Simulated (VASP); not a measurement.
# TiTe2 (P-3m1) in VASP: single point with PBE

Aim: the single point of TiTe2 with PBE.

All numbers are computed with VASP 6.6.1; they aren't measurements. Logs are shortened: lines on timing, memory, paths and dates and some standing lists are left out, and cuts for length are marked.

### 1 The cell of the first run

Symmetry: P-3m1, No. 164, trigonal system. Conventional cell: a = 3.768 Å, b = 3.768 Å, c = 6.924 Å, α = 90.00°, β = 90.00°, γ = 120.00°. Within 3.7 Å of Ti (site symmetry -3m) lie 6 Te at 2.78 Å. Te (site symmetry 3m) has 3 Ti at 2.78 Å within 3.7 Å.

### 2 Single point, PBE

Contents of INCAR:

```
SYSTEM = TiTe2
PREC     = Accurate       ! precision mode
ENCUT    = 520            ! plane-wave cutoff, eV
EDIFF    = 1E-6           ! SCF threshold, eV
ISMEAR   = 0              ! smearing method
SIGMA    = 0.1            ! smearing width, eV
LREAL    = .FALSE.        ! projectors in reciprocal space
LASPH    = .TRUE.         ! aspherical terms in the spheres
NELM     = 80             ! most SCF steps
ALGO     = Normal         ! electronic algorithm
ISIF     = 2              ! what is computed and relaxed
LWAVE    = .FALSE.        ! write WAVECAR
LCHARG   = .FALSE.        ! write CHGCAR
GGA      = PE             ! functional
NBANDS   = 19             ! bands
```

Contents of KPOINTS:

```
regular mesh
0
G
  12 12 8
  0 0 0
```

Contents of POSCAR:

```
TiTe2
1.0
    3.7675075465      0.0000000000      0.0000000000
   -1.8837537732      3.2627572442      0.0000000000
    0.0000000000      0.0000000000      6.9240468969
Ti Te
1 2
Direct
    0.0000000000      0.0000000000      0.0000000000
    0.6666666667      0.3333333333      0.2501297881
    0.3333333333      0.6666666667      0.7498702119
```

Potentials or basis: VASP PAW PBE potentials, release 64 (Ti_sv, Te).

Run with:

```bash
$ cat potpaw_PBE.64/Ti_sv/POTCAR potpaw_PBE.64/Te/POTCAR > POTCAR
$ mpirun -np 1 vasp_std > vasp.out
```

OUTCAR:

```text
SYSTEM = TiTe2
   PREC = Accurate
   ENCUT = 520
   EDIFF = 1E-6
   ISMEAR = 0
   LREAL = .FALSE.
   LASPH = .TRUE.
   NELM = 80
   ISIF = 2
   GGA = PE

 ion  position               nearest neighbor table
   1  0.000  0.000  0.000-   2 2.78   3 2.78   3 2.78   2 2.78   2 2.78   3 2.78
   2  0.667  0.333  0.250-   1 2.78   1 2.78   1 2.78
   3  0.333  0.667  0.750-   1 2.78   1 2.78   1 2.78

  LATTYP: Found a hexagonal cell.
 ALAT       =     3.7675075465
 C/A-ratio  =     1.8378322569

  Lattice vectors:

 A1 = (   3.7675075465,   0.0000000000,   0.0000000000)
 A2 = (  -1.8837537732,   3.2627572442,   0.0000000000)
 A3 = (   0.0000000000,   0.0000000000,   6.9240468969)

Analysis of symmetry for initial positions (statically):
=====================================================================
 Subroutine PRICEL returns:
 Original cell was already a primitive cell.

 Routine SETGRP: Setting up the symmetry group for a
 hexagonal supercell.

 Subroutine GETGRP returns: Found 12 space group operations
 (whereof 12 operations were pure point group operations)
 out of a pool of 24 trial point group operations.

The static configuration has the point symmetry D_3d.

Analysis of symmetry for dynamics (positions and initial velocities):
=====================================================================
 Subroutine PRICEL returns:
 Original cell was already a primitive cell.

 Routine SETGRP: Setting up the symmetry group for a
 hexagonal supercell.

 Subroutine GETGRP returns: Found 12 space group operations
 (whereof 12 operations were pure point group operations)
 out of a pool of 24 trial point group operations.

The dynamic configuration has the point symmetry D_3d.

 Subroutine INISYM returns: Found 12 space group operations
 (whereof 12 operations are pure point group operations),
 and found     1 'primitive' translations

----------------------------------------------------------------------------------------

                                     Primitive cell

  volume of cell :      85.1136

  direct lattice vectors                    reciprocal lattice vectors
     3.767507547  0.000000000  0.000000000     0.265427471  0.153244622  0.000000000
    -1.883753773  3.262757244  0.000000000     0.000000000  0.306489244  0.000000000
     0.000000000  0.000000000  6.924046897     0.000000000  0.000000000  0.144424210

  length of vectors
     3.767507547  3.767507546  6.924046897     0.306489244  0.306489244  0.144424210

  position of ions in fractional coordinates (direct lattice)
     0.000000000  0.000000000  0.000000000
     0.666666667  0.333333333  0.250129788
     0.333333333  0.666666667  0.749870212

  ion indices of the primitive-cell ions
   primitive index   ion index
                 1           1
                 2           2
                 3           3

----------------------------------------------------------------------------------------

 KPOINTS: regular mesh

Automatic generation of k-mesh.
 Grid dimensions read from file:
 generate k-points for:   12   12    8

 Generating k-lattice:

  Cartesian coordinates                     Fractional coordinates (reciprocal lattice)
     0.022118956  0.012770385  0.000000000     0.083333333  0.000000000  0.000000000
     0.000000000  0.025540770  0.000000000     0.000000000  0.083333333  0.000000000
     0.000000000  0.000000000  0.018053026     0.000000000  0.000000000  0.125000000

  Length of vectors
     0.025540770  0.025540770  0.018053026

  Shift w.r.t. Gamma in fractional coordinates (k-lattice)
     0.000000000  0.000000000  0.000000000

 Subroutine IBZKPT returns following result:
 ===========================================

 Found    131 irreducible k-points:

 Following reciprocal coordinates:
            Coordinates               Weight
  0.000000  0.000000  0.000000      1.000000
  0.083333 -0.000000  0.000000      6.000000
  0.166667 -0.000000  0.000000      6.000000
  0.250000 -0.000000  0.000000      6.000000
  0.333333 -0.000000  0.000000      6.000000
  0.416667  0.000000  0.000000      6.000000
[... 16 lines left out ...]
  0.166667 -0.000000  0.125000      6.000000
  0.000000  0.166667  0.125000      6.000000
 [... further k-points ...]
   k-points           NKPTS =    131   k-points in BZ     NKDIM =    131   number of bands    NBANDS=     19
   number of dos      NEDOS =    301   number of ions     NIONS =      3
   total plane-waves  NPLWV =  42336
   dimension x,y,z NGX =    28 NGY =   28 NGZ =   54
   dimension x,y,z NGXF=    56 NGYF=   56 NGZF=  108
   ions per type =               1   2
   NGX,Y,Z   is equivalent  to a cutoff of  12.36, 12.36, 12.97 a.u.
   NGXF,Y,Z  is equivalent  to a cutoff of  24.71, 24.71, 25.93 a.u.
 SYSTEM =  TiTe2
   PREC   = accura    normal or accurate (medium, high low for compatibility)
   ISTART =      0    job   : 0-new  1-cont  2-samecut
   ICHARG =      2    charge: 1-file 2-atom 10-const
   ISPIN  =      1    spin polarized calculation?
   LNONCOLLINEAR =      F non collinear calculations
   LSORBIT =      F    spin-orbit coupling
   LASPH  =      T    aspherical Exc in radial PAW
   ENCUT  =  520.0 eV  38.22 Ry    6.18 a.u.   7.01  7.01 12.87*2*pi/ulx,y,z
   NELM   =     80;   NELMIN=  2; NELMDL= -5     # of ELM steps
   EDIFF  = 0.1E-05   stopping-criterion for ELM
   LREAL  =      F    real-space projection
   EDIFFG = 0.1E-04   stopping-criterion for IOM
   NSW    =      0    number of steps for IOM
   IBRION =     -1    ionic relax: 0-MD 1-quasi-New 2-CG
   NFREE  =      0    steps in history (QN), initial steepest desc. (CG)
   ISIF   =      2    stress and relaxation
   ISYM   =      2    0-nonsym 1-usesym 2-fastsym
   POTIM  = 0.5000    time-step for ionic-motion
   TEBEG  =    0.0;   TEEND  =   0.0 temperature during run
   PSTRESS=    0.0 pullay stress
   NELECT =      24.0000    total number of electrons
   NUPDOWN=      -1.0000    fix difference up-down
   EMIN   =  10.00;   EMAX   =-10.00  energy-range for DOS
   EFERMI =   0.00;   METHOD = LEGACY
   ISMEAR =     0;   SIGMA  =   0.10  broadening in eV -4-tet -1-fermi 0-gaus
   EFERMI_NEDOS =   21; number of points for ismear=-14 and -15
   IALGO  =     38    algorithm
   IMIX   =      4    mixing-type and parameters
     AMIX     =   0.40;   BMIX     =  1.00
     AMIX_MAG =   1.60;   BMIX_MAG =  1.00
  volume/ion in A,a.u.               =      28.37       191.46
  Fermi-wavevector in a.u.,A,eV,Ry     =   1.073525  2.028669 15.680123  1.152457
  Thomas-Fermi vector in A             =   2.209327
   LORBIT       =      0    0 simple, 1 ext, 2 COOP (PROOUT), +10 PAW based schemes
   GGA     = PE    functional components
   LHFCALC =     F    Hartree Fock is set to
   AEXX    =    0.0000 exact exchange contribution
   IVDW    =     0    specifies the selected vdW correction
   LEPSILON=     F    determine dielectric tensor
   LRPA    =     F    only Hartree local field effects (RPA)
 non-spin polarized calculation
 Gauss-broadening in eV      SIGMA  =   0.10
  energy-cutoff  :      520.00
  volume of cell :       85.11
 maximum number of plane-waves:      2312
   NGX = 13   NGY = 13   NGZ = 25

 number of electron      24.0000000 magnetization

 Free energy of the ion-electron system (eV)
  ---------------------------------------------------
  ext. energy  EPLUGINS =         0.00000000
  ---------------------------------------------------
  free energy    TOTEN  =       -16.22304702 eV

  energy without entropy =      -16.21730268  energy(sigma->0) =      -16.22017485

 E-fermi :   6.1247     XC(G=0):  -9.5278

 val. band max:        6.1112298880   @ k =   0.5000  -0.0000   0.0000
 cond. band min:       6.1256825034   @ k =   0.0000   0.4167   0.2500
 fundamental gap:      0.0144526155
 Fermi energy:         6.1246887432

 k-point     1 :       0.0000    0.0000    0.0000
  band No.  band energies     occupation
      1     -51.3899      2.00000
      2     -27.6417      2.00000
      3     -27.6417      2.00000
      4     -27.6015      2.00000
      5      -6.0568      2.00000
      6      -4.8940      2.00000
[... 11 lines left out ...]
     18      11.4929      0.00000
     19      11.6097      0.00000

 k-point     2 :       0.0833   -0.0000    0.0000
  band No.  band energies     occupation
      1     -51.3897      2.00000
      2     -27.6445      2.00000
      3     -27.6423      2.00000
      4     -27.6008      2.00000
      5      -5.9805      2.00000
      6      -4.8491      2.00000
[... 11 lines left out ...]
     18      11.9474      0.00000
     19      12.0361      0.00000

 k-point     3 :       0.1667   -0.0000    0.0000
  band No.  band energies     occupation
      1     -51.3891      2.00000
      2     -27.6522      2.00000
      3     -27.6441      2.00000
      4     -27.5991      2.00000
      5      -5.7585      2.00000
      6      -4.7223      2.00000
[... 11 lines left out ...]
     18      12.3993      0.00000
     19      12.4879      0.00000

 k-point     4 :       0.2500   -0.0000    0.0000
  band No.  band energies     occupation
      1     -51.3884      2.00000
      2     -27.6626      2.00000
      3     -27.6465      2.00000
      4     -27.5967      2.00000
      5      -5.4146      2.00000
      6      -4.5396      2.00000
[... 11 lines left out ...]
     18      11.9613      0.00000
     19      12.5029      0.00000

 k-point     5 :       0.3333   -0.0000    0.0000
  band No.  band energies     occupation
      1     -51.3876      2.00000
      2     -27.6730      2.00000
      3     -27.6489      2.00000
      4     -27.5943      2.00000
      5      -4.9975      2.00000
      6      -4.3523      2.00000
[... 11 lines left out ...]
     18      11.4839      0.00000
     19      11.9268      0.00000

 k-point     6 :       0.4167    0.0000    0.0000
  band No.  band energies     occupation
      1     -51.3871      2.00000
      2     -27.6806      2.00000
      3     -27.6507      2.00000
      4     -27.5925      2.00000
      5      -4.5943      2.00000
      6      -4.2428      2.00000
[... 11 lines left out ...]
     18      11.4574      0.00000
     19      11.5082      0.00000

 k-point     7 :       0.5000   -0.0000    0.0000
  band No.  band energies     occupation
      1     -51.3869      2.00000
      2     -27.6834      2.00000
      3     -27.6513      2.00000
      4     -27.5919      2.00000
      5      -4.3533      2.00000
      6      -4.2757      2.00000
[... 11 lines left out ...]
     18      11.3507      0.00000
     19      11.5686      0.00000

 k-point     8 :       0.0833    0.0833    0.0000
  band No.  band energies     occupation
      1     -51.3893      2.00000
      2     -27.6496      2.00000
      3     -27.6437      2.00000
      4     -27.5996      2.00000
      5      -5.8312      2.00000
      6      -4.7631      2.00000
[... 256 lines left out ...]
 k-point    20 :       0.0000    0.0000    0.1250
  band No.  band energies     occupation
      1     -51.3899      2.00000
      2     -27.6417      2.00000
      3     -27.6417      2.00000
      4     -27.6015      2.00000
      5      -6.0294      2.00000
      6      -4.9423      2.00000
[... 11 lines left out ...]
     18      11.5051      0.00000
     19      11.8906      0.00000

 k-point    21 :       0.0833   -0.0000    0.1250
  band No.  band energies     occupation
      1     -51.3897      2.00000
      2     -27.6445      2.00000
      3     -27.6423      2.00000
      4     -27.6008      2.00000
      5      -5.9536      2.00000
      6      -4.8957      2.00000
[... 11 lines left out ...]
     18      11.9735      0.00000
     19      12.2830      0.00000

 k-point    22 :       0.0000    0.0833    0.1250
  band No.  band energies     occupation
      1     -51.3897      2.00000
      2     -27.6445      2.00000
      3     -27.6423      2.00000
      4     -27.6008      2.00000
      5      -5.9532      2.00000
      6      -4.8964      2.00000
[... 11 lines left out ...]
     18      12.0041      0.00000
     19      12.2387      0.00000

 k-point    23 :       0.1667   -0.0000    0.1250
  band No.  band energies     occupation
      1     -51.3891      2.00000
      2     -27.6522      2.00000
      3     -27.6441      2.00000
      4     -27.5991      2.00000
      5      -5.7339      2.00000
      6      -4.7626      2.00000
[... 11 lines left out ...]
     18      12.2909      0.00000
     19      12.5893      0.00000

 k-point    24 :       0.0000    0.1667    0.1250
  band No.  band energies     occupation
      1     -51.3891      2.00000
      2     -27.6522      2.00000
      3     -27.6441      2.00000
      4     -27.5991      2.00000
      5      -5.7311      2.00000
      6      -4.7676      2.00000
[... 11 lines left out ...]
     18      12.4808      0.00000
     19      12.5566      0.00000

 [... further k-points ...]
[... 5 lines left out ...]
  --------------------------------------------------------------------------------------
  -------------------------------------------------------------------------------------
  Total       -0.0051081     -0.0051081      0.0007478     -0.0000000      0.0000000     -0.0000000
  in kB       -0.0961542     -0.0961542      0.0140770     -0.0000000      0.0000000     -0.0000000
  external PRESSURE =      -0.0594105 kB  Pullay stress =       0.0000000 kB

 VOLUME and BASIS-vectors are now :
 -----------------------------------------------------------------------------
  energy-cutoff  :      520.00
  volume of cell :       85.11
      direct lattice vectors                 reciprocal lattice vectors
     3.767507547  0.000000000  0.000000000     0.265427471  0.153244622  0.000000000
    -1.883753773  3.262757244  0.000000000     0.000000000  0.306489244  0.000000000
     0.000000000  0.000000000  6.924046897     0.000000000  0.000000000  0.144424210

 POSITION                                       TOTAL-FORCE (eV/Angst)
 -----------------------------------------------------------------------------------
      0.00000      0.00000      0.00000        -0.000000      0.000000     -0.000000
      1.88375      1.08759      1.73191         0.000000     -0.000000      0.008269
     -0.00000      2.17517      5.19214        -0.000000      0.000000     -0.008269
 -----------------------------------------------------------------------------------
    total drift:                                0.000000      0.000000     -0.000000

  FREE ENERGIE OF THE ION-ELECTRON SYSTEM (eV)
  ---------------------------------------------------
  free  energy   TOTEN  =       -16.2230470176 eV

  energy  without entropy=      -16.2173026811  energy(sigma->0) =      -16.22017485
```

Run time: 3.5 min. Hardware: 1 thread of Intel Xeon Platinum 8375C at 2.90GHz (Ice Lake), shared host; peak memory 0.34 GiB.

What came out:

```
Free energy            : -16.2230 eV
Pressure               : 0.0 GPa
Largest force          : 0.008 eV/Å
Band gap on the k mesh : zero (band 12 reaches 6.53 eV, above the bottom of band 13 at 5.87 eV)
```

Forces in eV/Å, atoms in the order of the input:
```
Ti   0.000  0.000  0.000
Te   0.000  0.000  0.008
Te   0.000  0.000 -0.008
```

Levels at points of the mesh, in eV from the Fermi level:
```
           k point  band 9  band 10  band 11  band 12  band 13  band 14  band 15  band 16
(0.00, 0.00, 0.00)   -1.55    -0.03     0.31     0.40     0.40     1.12     1.12     3.18
(0.50, 0.00, 0.00)   -2.40    -2.33    -1.74    -0.88    -0.01     1.15     1.48     2.48
(0.00, 0.00, 0.50)   -1.52    -1.52     0.40     0.40     0.87     0.96     0.96     3.41
(0.50, 0.00, 0.50)   -2.38    -1.87    -1.24    -0.61    -0.25     1.15     1.47     2.75
```

Caveat: spin-orbit coupling is left out, which moves the levels of the heavy elements; this functional lacks dispersion, which binds the layers, so the pressure and a relaxed spacing across them are unreliable.
